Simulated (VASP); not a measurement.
# Se (C2/m) in VASP: single point with PBEsol

Aim: the single point of Se with PBEsol.

All numbers are computed with VASP 6.6.1; they aren't measurements. Logs are shortened: lines on timing, memory, paths and dates and some standing lists are left out, and cuts for length are marked.

## Step 1: The cell of the first run

The structure is monoclinic, space group C2/m (No. 12). Conventional cell: a = 8.364 Å, b = 2.923 Å, c = 4.856 Å, α = 90.00°, β = 90.04°, γ = 90.00°. Se (site symmetry m) has 4 Se at 2.73 to 3.05 Å within 3.6 Å.

## Step 2: Single point, PBEsol (strained and its atoms moved)

Contents of INCAR:

```
  ALGO = Normal
  EDIFF = 1E-6
  ENCUT = 520
  GGA = PS
  ISIF = 2
  ISMEAR = 0
  LASPH = True
  LCHARG = True
  LELF = True
  LREAL = False
  LVHAR = True
  LWAVE = False
  NBANDS = 13
  NELM = 100
  PREC = Accurate
  SIGMA = 0.1
```

Contents of KPOINTS:

```
k-points
0
Gamma
  14 14 8
```

Contents of POSCAR:

```
Se
1.0
    1.4617381277     -4.1821854130      0.0016156011
    1.4617381277      4.1821854130     -0.0016156011
    0.0000000000     -0.0018453726      4.8556365485
Se
2
Direct
    0.9067666650      0.0932333350      0.2694380967
    0.0932333350      0.9067666650      0.7305619033
```

Potentials or basis: VASP PAW PBE potentials, release 64 (Se).

Run with:

```bash
> cat potpaw_PBE.64/Se/POTCAR > POTCAR
> mpirun -np 1 vasp_std > vasp.out
```

OUTCAR:

```text
EDIFF = 1E-6
   ENCUT = 520
   GGA = PS
   ISIF = 2
   ISMEAR = 0
   LASPH = True
   LREAL = False
   NELM = 100
   PREC = Accurate

 ion  position               nearest neighbor table
   1  0.907  0.093  0.269-   2 2.73
   2  0.093  0.907  0.731-   1 2.73

  LATTYP: Found a base centered monoclinic cell.
 ALAT       =     8.3643714501
 B/A-ratio  =     0.3495153548
 C/A-ratio  =     0.5805142596
 COS(beta)  =    -0.0007663529

  Lattice vectors:

 A1 = (   1.4617381277,   4.1821854130,  -0.0016156011)
 A2 = (  -1.4617381277,   4.1821854130,  -0.0016156011)
 A3 = (   0.0000000000,  -0.0018453726,   4.8556365485)

Analysis of symmetry for initial positions (statically):
=====================================================================
 Subroutine PRICEL returns:
 Original cell was already a primitive cell.

 Routine SETGRP: Setting up the symmetry group for a
 base centered monoclinic supercell.

 Subroutine GETGRP returns: Found  4 space group operations
 (whereof  4 operations were pure point group operations)
 out of a pool of  4 trial point group operations.

The static configuration has the point symmetry C_2h.

Analysis of symmetry for dynamics (positions and initial velocities):
=====================================================================
 Subroutine PRICEL returns:
 Original cell was already a primitive cell.

 Routine SETGRP: Setting up the symmetry group for a
 base centered monoclinic supercell.

 Subroutine GETGRP returns: Found  4 space group operations
 (whereof  4 operations were pure point group operations)
 out of a pool of  4 trial point group operations.

The dynamic configuration has the point symmetry C_2h.

 Subroutine INISYM returns: Found  4 space group operations
 (whereof  4 operations are pure point group operations),
 and found     1 'primitive' translations

----------------------------------------------------------------------------------------

                                     Primitive cell

  volume of cell :      59.3675

  direct lattice vectors                    reciprocal lattice vectors
     1.461738128 -4.182185413  0.001615601     0.342058533 -0.119554736 -0.000045436
     1.461738128  4.182185413 -0.001615601     0.342058533  0.119554736  0.000045436
     0.000000000 -0.001845373  4.855636548     0.000000000  0.000079558  0.205946252

  length of vectors
     4.430277169  4.430277169  4.855636899     0.362349799  0.362349799  0.205946267

  position of ions in fractional coordinates (direct lattice)
     0.906766665  0.093233335  0.269438097
     0.093233335  0.906766665  0.730561903

  ion indices of the primitive-cell ions
   primitive index   ion index
                 1           1
                 2           2

----------------------------------------------------------------------------------------

 KPOINTS: k-points

Automatic generation of k-mesh.
 Grid dimensions read from file:
 generate k-points for:   14   14    8

 Generating k-lattice:

  Cartesian coordinates                     Fractional coordinates (reciprocal lattice)
     0.024432752 -0.008539624 -0.000003245     0.071428571 -0.000000000  0.000000000
     0.024432752  0.008539624  0.000003245    -0.000000000  0.071428571  0.000000000
     0.000000000  0.000009945  0.025743281    -0.000000000  0.000000000  0.125000000

  Length of vectors
     0.025882129  0.025882129  0.025743283

  Shift w.r.t. Gamma in fractional coordinates (k-lattice)
     0.000000000  0.000000000  0.000000000

 Subroutine IBZKPT returns following result:
 ===========================================

 Found    429 irreducible k-points:

 Following reciprocal coordinates:
            Coordinates               Weight
  0.000000  0.000000  0.000000      1.000000
  0.071429  0.000000 -0.000000      4.000000
  0.142857  0.000000  0.000000      4.000000
  0.214286  0.000000 -0.000000      4.000000
  0.285714  0.000000 -0.000000      4.000000
  0.357143  0.000000  0.000000      4.000000
[... 16 lines left out ...]
  0.214286  0.142857 -0.000000      4.000000
  0.285714  0.142857  0.000000      4.000000
 [... further k-points ...]
   k-points           NKPTS =    429   k-points in BZ     NKDIM =    429   number of bands    NBANDS=     13
   number of dos      NEDOS =    301   number of ions     NIONS =      2
   total plane-waves  NPLWV =  46656
   dimension x,y,z NGX =    36 NGY =   36 NGZ =   36
   dimension x,y,z NGXF=    72 NGYF=   72 NGZF=   72
   ions per type =               2
   NGX,Y,Z   is equivalent  to a cutoff of  13.51, 13.51, 12.33 a.u.
   NGXF,Y,Z  is equivalent  to a cutoff of  27.02, 27.02, 24.65 a.u.
 SYSTEM =  unknown system
   PREC   = accura    normal or accurate (medium, high low for compatibility)
   ISTART =      0    job   : 0-new  1-cont  2-samecut
   ICHARG =      2    charge: 1-file 2-atom 10-const
   ISPIN  =      1    spin polarized calculation?
   LNONCOLLINEAR =      F non collinear calculations
   LSORBIT =      F    spin-orbit coupling
   LASPH  =      T    aspherical Exc in radial PAW
   ENCUT  =  520.0 eV  38.22 Ry    6.18 a.u.   8.24  8.24  9.03*2*pi/ulx,y,z
   NELM   =    100;   NELMIN=  2; NELMDL= -5     # of ELM steps
   EDIFF  = 0.1E-05   stopping-criterion for ELM
   LREAL  =      F    real-space projection
   EDIFFG = 0.1E-04   stopping-criterion for IOM
   NSW    =      0    number of steps for IOM
   IBRION =     -1    ionic relax: 0-MD 1-quasi-New 2-CG
   NFREE  =      0    steps in history (QN), initial steepest desc. (CG)
   ISIF   =      2    stress and relaxation
   ISYM   =      2    0-nonsym 1-usesym 2-fastsym
   POTIM  = 0.5000    time-step for ionic-motion
   TEBEG  =    0.0;   TEEND  =   0.0 temperature during run
   PSTRESS=    0.0 pullay stress
   NELECT =      12.0000    total number of electrons
   NUPDOWN=      -1.0000    fix difference up-down
   EMIN   =  10.00;   EMAX   =-10.00  energy-range for DOS
   EFERMI =   0.00;   METHOD = LEGACY
   ISMEAR =     0;   SIGMA  =   0.10  broadening in eV -4-tet -1-fermi 0-gaus
   EFERMI_NEDOS =   21; number of points for ismear=-14 and -15
   IALGO  =     38    algorithm
   IMIX   =      4    mixing-type and parameters
     AMIX     =   0.40;   BMIX     =  1.00
     AMIX_MAG =   1.60;   BMIX_MAG =  1.00
  volume/ion in A,a.u.               =      29.68       200.32
  Fermi-wavevector in a.u.,A,eV,Ry     =   0.960769  1.815590 12.559223  0.923077
  Thomas-Fermi vector in A             =   2.090082
   LORBIT       =      0    0 simple, 1 ext, 2 COOP (PROOUT), +10 PAW based schemes
   GGA     = PS    functional components
   LHFCALC =     F    Hartree Fock is set to
   AEXX    =    0.0000 exact exchange contribution
   IVDW    =     0    specifies the selected vdW correction
   LEPSILON=     F    determine dielectric tensor
   LRPA    =     F    only Hartree local field effects (RPA)
 non-spin polarized calculation
 Gauss-broadening in eV      SIGMA  =   0.10
  energy-cutoff  :      520.00
  volume of cell :       59.37
 maximum number of plane-waves:      1620
 NGX is ok and might be reduce to    36
   NGX = 17   NGY = 17   NGZ = 19

 number of electron      12.0000000 magnetization

 Free energy of the ion-electron system (eV)
  ---------------------------------------------------
  ext. energy  EPLUGINS =         0.00000000
  ---------------------------------------------------
  free energy    TOTEN  =        -6.72223173 eV

  energy without entropy =       -6.71202210  energy(sigma->0) =       -6.71712691

 E-fermi :   1.8552     XC(G=0):  -8.8563

 val. band max:        1.8526442864   @ k =   0.4286   0.0000   0.1250
 cond. band min:       1.8570923918   @ k =   0.2143   0.0714   0.1250
 fundamental gap:      0.0044481054
 Fermi energy:         1.8552362588

 k-point     1 :       0.0000    0.0000    0.0000
  band No.  band energies     occupation
      1     -12.6315      2.00000
      2     -10.2713      2.00000
      3      -2.7968      2.00000
      4      -0.8596      2.00000
      5       1.1522      2.00000
      6       2.8617      0.00000
      7       3.9577      0.00000
      8       4.9663      0.00000
      9       7.0023      0.00000
     10       7.5560      0.00000
     11      10.0467      0.00000
     12      11.2737      0.00000
     13      13.0123      0.00000

 k-point     2 :       0.0714    0.0000   -0.0000
  band No.  band energies     occupation
      1     -12.5627      2.00000
      2     -10.2147      2.00000
      3      -2.7292      2.00000
      4      -0.8125      2.00000
      5       1.1816      2.00000
      6       2.8821      0.00000
      7       3.3370      0.00000
      8       4.4388      0.00000
      9       7.0745      0.00000
     10       7.7520      0.00000
     11      10.1565      0.00000
     12      11.9629      0.00000
     13      13.6015      0.00000

 k-point     3 :       0.1429    0.0000    0.0000
  band No.  band energies     occupation
      1     -12.3610      2.00000
      2     -10.0491      2.00000
      3      -2.5320      2.00000
      4      -0.6745      2.00000
      5       1.2513      2.00000
      6       1.9867      0.06300
      7       2.9411      0.00000
      8       3.2386      0.00000
      9       7.3407      0.00000
     10       8.2052      0.00000
     11      10.4423      0.00000
     12      13.3737      0.00000
     13      13.6387      0.00000
[... 305 lines left out ...]
 k-point    23 :       0.2143    0.1429   -0.0000
  band No.  band energies     occupation
      1     -11.2701      2.00000
      2      -9.0694      2.00000
      3      -2.2214      2.00000
      4      -1.4938      2.00000
      5      -0.7064      2.00000
      6       0.4890      2.00000
      7       1.8644      0.89645
      8       3.5539      0.00000
      9       8.6135      0.00000
     10       8.7518      0.00000
     11       9.3928      0.00000
     12      10.1958      0.00000
     13      10.9576      0.00000

 k-point    24 :       0.2857    0.1429    0.0000
  band No.  band energies     occupation
      1     -10.9030      2.00000
      2      -8.8211      2.00000
      3      -3.0381      2.00000
      4      -1.4135      2.00000
      5      -1.1621      2.00000
      6       0.8101      2.00000
      7       1.7571      1.83490
      8       3.5377      0.00000
      9       7.9752      0.00000
     10       8.7532      0.00000
     11       9.3861      0.00000
     12      10.0887      0.00000
     13      11.6075      0.00000

 [... further k-points ...]

------------------------ aborting loop because EDIFF is reached ----------------------------------------

  FORCE on cell =-STRESS in cart. coord.  units (eV):
  Direction    XX          YY          ZZ          XY          YZ          ZX
  --------------------------------------------------------------------------------------
  -------------------------------------------------------------------------------------
  Total       -4.0822876     -2.6554694     -4.1234279      0.0000000      0.8666097      0.0000000
  in kB     -110.1704751    -71.6643084   -111.2807461      0.0000000     23.3875734      0.0000000
  external PRESSURE =     -97.7051766 kB  Pullay stress =       0.0000000 kB

 VOLUME and BASIS-vectors are now :
 -----------------------------------------------------------------------------
  energy-cutoff  :      520.00
  volume of cell :       59.37
      direct lattice vectors                 reciprocal lattice vectors
     1.461738128 -4.182185413  0.001615601     0.342058533 -0.119554736 -0.000045436
     1.461738128  4.182185413 -0.001615601     0.342058533  0.119554736  0.000045436
     0.000000000 -0.001845373  4.855636548     0.000000000  0.000079558  0.205946252

 POSITION                                       TOTAL-FORCE (eV/Angst)
 -----------------------------------------------------------------------------------
      1.46174     -3.40284      1.30961         0.000000     -1.052343      0.418540
      1.46174      3.40100      3.54603         0.000000      1.052343     -0.418540
 -----------------------------------------------------------------------------------
    total drift:                               -0.000000     -0.000000      0.000000

  FREE ENERGIE OF THE ION-ELECTRON SYSTEM (eV)
  ---------------------------------------------------
  free  energy   TOTEN  =        -6.7222317258 eV

  energy  without entropy=       -6.7120221016  energy(sigma->0) =       -6.71712691
```

It took 1.8 min on 1 thread of Intel Xeon 6975P-C (Granite Rapids), shared host; peak memory 0.41 GiB.

Results:

```yaml
Free_energy: -6.7222 eV
Pressure: -9.8 GPa
Largest_force: 1.133 eV/Å
Band_gap_on_the_k_mesh: zero (band 6 reaches 3.07 eV, above the bottom of band 7 at 0.70 eV)
```

Forces on the atoms (eV/Å):
```
Se   0.000 -1.052  0.419
Se   0.000  1.052 -0.419
```

Caveat: the cell differs from its parent crystal (strained and its atoms moved); the PAW data sets were made with another functional, which shifts forces and pressure a little.
